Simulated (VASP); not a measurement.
# Yb (Fm-3m) in VASP: a series of runs

The runs below take Yb through single point, with BLYP.

All numbers are computed with VASP 6.6.1; they aren't measurements. Logs are shortened: lines on timing, memory, paths and dates and some standing lists are left out, and cuts for length are marked.

### Step 1. The cell of the first run

The structure is cubic, space group Fm-3m (No. 225). The conventional cell has a = 5.304 Å, b = 5.304 Å, c = 5.304 Å, α = 90.00°, β = 90.00°, γ = 90.00°. Within 4.9 Å of Yb (site symmetry m-3m) lie 12 Yb at 3.75 Å.

### Step 2. Single point, BLYP

Input file INCAR:

```
PREC = Accurate ; ENCUT = 520
EDIFF = 1E-6 ; ISMEAR = -1
SIGMA = 0.1 ; LREAL = F
LASPH = T ; NELM = 60
ALGO = Normal ; ISIF = 2
LWAVE = F ; LCHARG = F
GGA = B5 ; ALDAX = 1.0
AGGAX = 1.0 ; AGGAC = 1.0
ALDAC = 0.0 ; NBANDS = 18
```

Input file KPOINTS:

```
regular mesh
0
Gamma
  10 10 10
```

Input file POSCAR:

```
Yb
1.0
    0.0000000000      2.6520510477      2.6520510477
    2.6520510477      0.0000000000      2.6520510477
    2.6520510477      2.6520510477      0.0000000000
Yb
1
Direct
    0.0000000000      0.0000000000      0.0000000000
```

Potentials or basis: VASP PAW PBE potentials, release 64 (Yb).

Command:

```console
> cat potpaw_PBE.64/Yb/POTCAR > POTCAR
> mpirun -np 1 vasp_std > vasp.out
```

OUTCAR:

```text
PREC = Accurate
   ENCUT = 520
   EDIFF = 1E-6
   ISMEAR = -1
   LREAL = F
   LASPH = T
   NELM = 60
   ISIF = 2
   GGA = B5

 ion  position               nearest neighbor table
   1  0.000  0.000  0.000-

  LATTYP: Found a face centered cubic cell.
 ALAT       =     5.3041020954

  Lattice vectors:

 A1 = (   0.0000000000,   2.6520510477,   2.6520510477)
 A2 = (   2.6520510477,   0.0000000000,   2.6520510477)
 A3 = (   2.6520510477,   2.6520510477,   0.0000000000)

Analysis of symmetry for initial positions (statically):
=====================================================================
 Subroutine PRICEL returns:
 Original cell was already a primitive cell.

 Routine SETGRP: Setting up the symmetry group for a
 face centered cubic supercell.

 Subroutine GETGRP returns: Found 48 space group operations
 (whereof 48 operations were pure point group operations)
 out of a pool of 48 trial point group operations.

The static configuration has the point symmetry O_h .

Analysis of symmetry for dynamics (positions and initial velocities):
=====================================================================
 Subroutine PRICEL returns:
 Original cell was already a primitive cell.

 Routine SETGRP: Setting up the symmetry group for a
 face centered cubic supercell.

 Subroutine GETGRP returns: Found 48 space group operations
 (whereof 48 operations were pure point group operations)
 out of a pool of 48 trial point group operations.

The dynamic configuration has the point symmetry O_h .

 Subroutine INISYM returns: Found 48 space group operations
 (whereof 48 operations are pure point group operations),
 and found     1 'primitive' translations

----------------------------------------------------------------------------------------

                                     Primitive cell

  volume of cell :      37.3057

  direct lattice vectors                    reciprocal lattice vectors
     0.000000000  2.652051048  2.652051048    -0.188533324  0.188533324  0.188533324
     2.652051048  0.000000000  2.652051048     0.188533324 -0.188533324  0.188533324
     2.652051048  2.652051048  0.000000000     0.188533324  0.188533324 -0.188533324

  length of vectors
     3.750566560  3.750566560  3.750566560     0.326549296  0.326549296  0.326549296

  position of ions in fractional coordinates (direct lattice)
     0.000000000  0.000000000  0.000000000

  ion indices of the primitive-cell ions
   primitive index   ion index
                 1           1

----------------------------------------------------------------------------------------

 KPOINTS: regular mesh

Automatic generation of k-mesh.
 Grid dimensions read from file:
 generate k-points for:   10   10   10

 Generating k-lattice:

  Cartesian coordinates                     Fractional coordinates (reciprocal lattice)
    -0.018853332  0.018853332  0.018853332     0.100000000  0.000000000  0.000000000
     0.018853332 -0.018853332  0.018853332     0.000000000  0.100000000  0.000000000
     0.018853332  0.018853332 -0.018853332     0.000000000  0.000000000  0.100000000

  Length of vectors
     0.032654930  0.032654930  0.032654930

  Shift w.r.t. Gamma in fractional coordinates (k-lattice)
     0.000000000  0.000000000  0.000000000

 Subroutine IBZKPT returns following result:
 ===========================================

 Found     47 irreducible k-points:

 Following reciprocal coordinates:
            Coordinates               Weight
  0.000000  0.000000  0.000000      1.000000
  0.100000  0.000000  0.000000      8.000000
  0.200000  0.000000  0.000000      8.000000
  0.300000  0.000000  0.000000      8.000000
  0.400000  0.000000  0.000000      8.000000
  0.500000  0.000000  0.000000      4.000000
[... 16 lines left out ...]
  0.300000  0.300000  0.000000      6.000000
  0.400000  0.300000  0.000000     24.000000
 [... further k-points ...]
   k-points           NKPTS =     47   k-points in BZ     NKDIM =     47   number of bands    NBANDS=     18
   number of dos      NEDOS =    301   number of ions     NIONS =      1
   total plane-waves  NPLWV =  21952
   dimension x,y,z NGX =    28 NGY =   28 NGZ =   28
   dimension x,y,z NGXF=    56 NGYF=   56 NGZF=   56
   ions per type =               1
   NGX,Y,Z   is equivalent  to a cutoff of  12.41, 12.41, 12.41 a.u.
   NGXF,Y,Z  is equivalent  to a cutoff of  24.82, 24.82, 24.82 a.u.
 SYSTEM =  unknown system
   PREC   = accura    normal or accurate (medium, high low for compatibility)
   ISTART =      0    job   : 0-new  1-cont  2-samecut
   ICHARG =      2    charge: 1-file 2-atom 10-const
   ISPIN  =      1    spin polarized calculation?
   LNONCOLLINEAR =      F non collinear calculations
   LSORBIT =      F    spin-orbit coupling
   LASPH  =      T    aspherical Exc in radial PAW
   ENCUT  =  520.0 eV  38.22 Ry    6.18 a.u.   6.97  6.97  6.97*2*pi/ulx,y,z
   NELM   =     60;   NELMIN=  2; NELMDL= -5     # of ELM steps
   EDIFF  = 0.1E-05   stopping-criterion for ELM
   LREAL  =      F    real-space projection
   EDIFFG = 0.1E-04   stopping-criterion for IOM
   NSW    =      0    number of steps for IOM
   IBRION =     -1    ionic relax: 0-MD 1-quasi-New 2-CG
   NFREE  =      0    steps in history (QN), initial steepest desc. (CG)
   ISIF   =      2    stress and relaxation
   ISYM   =      2    0-nonsym 1-usesym 2-fastsym
   POTIM  = 0.5000    time-step for ionic-motion
   TEBEG  =    0.0;   TEEND  =   0.0 temperature during run
   PSTRESS=    0.0 pullay stress
   NELECT =      24.0000    total number of electrons
   NUPDOWN=      -1.0000    fix difference up-down
   EMIN   =  10.00;   EMAX   =-10.00  energy-range for DOS
   EFERMI =   0.00;   METHOD = LEGACY
   ISMEAR =    -1;   SIGMA  =   0.10  broadening in eV -4-tet -1-fermi 0-gaus
   EFERMI_NEDOS =   21; number of points for ismear=-14 and -15
   IALGO  =     38    algorithm
   IMIX   =      4    mixing-type and parameters
     AMIX     =   0.40;   BMIX     =  1.00
     AMIX_MAG =   1.60;   BMIX_MAG =  1.00
  volume/ion in A,a.u.               =      37.31       251.75
  Fermi-wavevector in a.u.,A,eV,Ry     =   1.413253  2.670662 27.174714  1.997285
  Thomas-Fermi vector in A             =   2.534918
   LORBIT       =      0    0 simple, 1 ext, 2 COOP (PROOUT), +10 PAW based schemes
   GGA     = B5    functional components
   LHFCALC =     F    Hartree Fock is set to
   AEXX    =    0.0000 exact exchange contribution
   IVDW    =     0    specifies the selected vdW correction
   LEPSILON=     F    determine dielectric tensor
   LRPA    =     F    only Hartree local field effects (RPA)
 non-spin polarized calculation
  energy-cutoff  :      520.00
  volume of cell :       37.31
 maximum number of plane-waves:      1018
   NGX = 13   NGY = 13   NGZ = 13

 number of electron      23.9999991 magnetization

 Free energy of the ion-electron system (eV)
  ---------------------------------------------------
  ext. energy  EPLUGINS =         0.00000000
  ---------------------------------------------------
  free energy    TOTEN  =        -2.78327197 eV

  energy without entropy =       -2.69980871  energy(sigma->0) =       -2.74154034

 E-fermi :   1.9893     XC(G=0):  -8.8337

 val. band max:        1.9596815063   @ k =  -0.3000   0.4000   0.2000
 cond. band min:       2.0174639287   @ k =   0.5000   0.5000   0.0000
 fundamental gap:      0.0577824224
 Fermi energy:         1.9892661673

 k-point     1 :       0.0000    0.0000    0.0000
  band No.  band energies     occupation
      1     -49.6739      2.00000
      2     -22.0854      2.00000
      3     -22.0854      2.00000
      4     -22.0854      2.00000
      5      -3.0732      2.00000
      6       1.3531      1.99655
[... 10 lines left out ...]
     17       6.5411      0.00000
     18      11.4731      0.00000

 k-point     2 :       0.1000    0.0000    0.0000
  band No.  band energies     occupation
      1     -49.6725      2.00000
      2     -22.1153      2.00000
      3     -22.0894      2.00000
      4     -22.0894      2.00000
      5      -2.8494      2.00000
      6       1.3557      1.99646
[... 10 lines left out ...]
     17       6.4239      0.00000
     18      11.9715      0.00000

 k-point     3 :       0.2000    0.0000    0.0000
  band No.  band energies     occupation
      1     -49.6689      2.00000
      2     -22.1924      2.00000
      3     -22.0999      2.00000
      4     -22.0999      2.00000
      5      -2.2148      2.00000
      6       1.3642      1.99615
[... 10 lines left out ...]
     17       6.3611      0.00000
     18      11.4678      0.00000

 k-point     4 :       0.3000    0.0000    0.0000
  band No.  band energies     occupation
      1     -49.6645      2.00000
      2     -22.2857      2.00000
      3     -22.1128      2.00000
      4     -22.1128      2.00000
      5      -1.2911      2.00000
      6       1.3773      1.99561
[... 10 lines left out ...]
     17       6.8284      0.00000
     18      10.2850      0.00000

 k-point     5 :       0.4000    0.0000    0.0000
  band No.  band energies     occupation
      1     -49.6609      2.00000
      2     -22.3597      2.00000
      3     -22.1233      2.00000
      4     -22.1233      2.00000
      5      -0.3401      2.00000
      6       1.3795      1.99551
[... 10 lines left out ...]
     17       7.5914      0.00000
     18       9.2930      0.00000

 k-point     6 :       0.5000    0.0000    0.0000
  band No.  band energies     occupation
      1     -49.6596      2.00000
      2     -22.3876      2.00000
      3     -22.1272      2.00000
      4     -22.1272      2.00000
      5       0.1210      2.00000
      6       1.3734      1.99578
[... 307 lines left out ...]
 k-point    21 :      -0.3000    0.2000    0.0000
  band No.  band energies     occupation
      1     -49.6596      2.00000
      2     -22.3165      2.00000
      3     -22.1991      2.00000
      4     -22.1274      2.00000
      5       0.0580      2.00000
      6       1.3901      1.99501
[... 10 lines left out ...]
     17       8.2644      0.00000
     18       9.5575      0.00000

 k-point    22 :      -0.2000    0.2000    0.0000
  band No.  band energies     occupation
      1     -49.6630      2.00000
      2     -22.2711      2.00000
      3     -22.1702      2.00000
      4     -22.1115      2.00000
      5      -0.9332      2.00000
      6       1.3867      1.99518
[... 10 lines left out ...]
     17       7.7985      0.00000
     18      10.7492      0.00000

 k-point    23 :       0.3000    0.3000    0.0000
  band No.  band energies     occupation
      1     -49.6614      2.00000
      2     -22.2765      2.00000
      3     -22.1582      2.00000
      4     -22.1582      2.00000
      5      -0.7182      2.00000
      6       1.3979      1.99461
[... 10 lines left out ...]
     17       7.4360      0.00000
     18      12.5738      0.00000

 k-point    24 :       0.4000    0.3000    0.0000
  band No.  band energies     occupation
      1     -49.6586      2.00000
      2     -22.3164      2.00000
      3     -22.1801      2.00000
      4     -22.1706      2.00000
      5       0.0131      2.00000
      6       1.4133      1.99372
[... 10 lines left out ...]
     17       7.8863      0.00000
     18      10.1178      0.00000

 [... further k-points ...]

------------------------ aborting loop because EDIFF is reached ----------------------------------------

  FORCE on cell =-STRESS in cart. coord.  units (eV):
  Direction    XX          YY          ZZ          XY          YZ          ZX
  --------------------------------------------------------------------------------------
  -------------------------------------------------------------------------------------
  Total       -0.0080877     -0.0080877     -0.0080877      0.0000000     -0.0000000      0.0000000
  in kB       -0.3473422     -0.3473422     -0.3473422      0.0000000     -0.0000000      0.0000000
  external PRESSURE =      -0.3473422 kB  Pullay stress =       0.0000000 kB

 VOLUME and BASIS-vectors are now :
 -----------------------------------------------------------------------------
  energy-cutoff  :      520.00
  volume of cell :       37.31
      direct lattice vectors                 reciprocal lattice vectors
     0.000000000  2.652051048  2.652051048    -0.188533324  0.188533324  0.188533324
     2.652051048  0.000000000  2.652051048     0.188533324 -0.188533324  0.188533324
     2.652051048  2.652051048  0.000000000     0.188533324  0.188533324 -0.188533324

 POSITION                                       TOTAL-FORCE (eV/Angst)
 -----------------------------------------------------------------------------------
      0.00000      0.00000      0.00000         0.000000      0.000000      0.000000
 -----------------------------------------------------------------------------------
    total drift:                               -0.000000     -0.000000     -0.000000

  FREE ENERGIE OF THE ION-ELECTRON SYSTEM (eV)
  ---------------------------------------------------
  free  energy   TOTEN  =        -2.7832719722 eV

  energy  without entropy=       -2.6998087065  energy(sigma->0) =       -2.74154034
```

Run time: 34 s. Hardware: 1 thread of Intel Xeon 6975P-C (Granite Rapids), shared host; peak memory 0.18 GiB.

What came out:

- Free energy: -2.7833 eV
- Pressure: 0.0 GPa
- Band gap on the k mesh: zero (bands 12 and 13 overlap by 0.02 eV)

Levels at points of the mesh, in eV from the Fermi level:
| k point | band 8 | band 9 | band 10 | band 11 | band 12 | band 13 | band 14 | band 15 | band 16 | band 17 |
| --- | --- | --- | --- | --- | --- | --- | --- | --- | --- | --- |
| (0.00, 0.00, 0.00) | -0.56 | -0.56 | -0.47 | -0.47 | -0.47 | 2.59 | 2.59 | 2.59 | 4.55 | 4.55 |
| (0.50, 0.00, 0.00) | -0.57 | -0.56 | -0.48 | -0.48 | -0.47 | 0.40 | 2.40 | 2.40 | 6.01 | 6.01 |
| (0.50, 0.50, 0.00) | -0.56 | -0.55 | -0.50 | -0.49 | -0.49 | 0.03 | 1.71 | 6.02 | 6.45 | 6.46 |

Caveat: the PAW data sets were made with another functional, which shifts forces and pressure a little; spin-orbit coupling is left out, which moves the levels of the heavy elements. Spin polarisation is off, so any magnetic state and its effect on volume and gap are missing.

[end of part 1 of 3]

The gap in the log of VASP goes by the Fermi energy; the results here count the filled bands.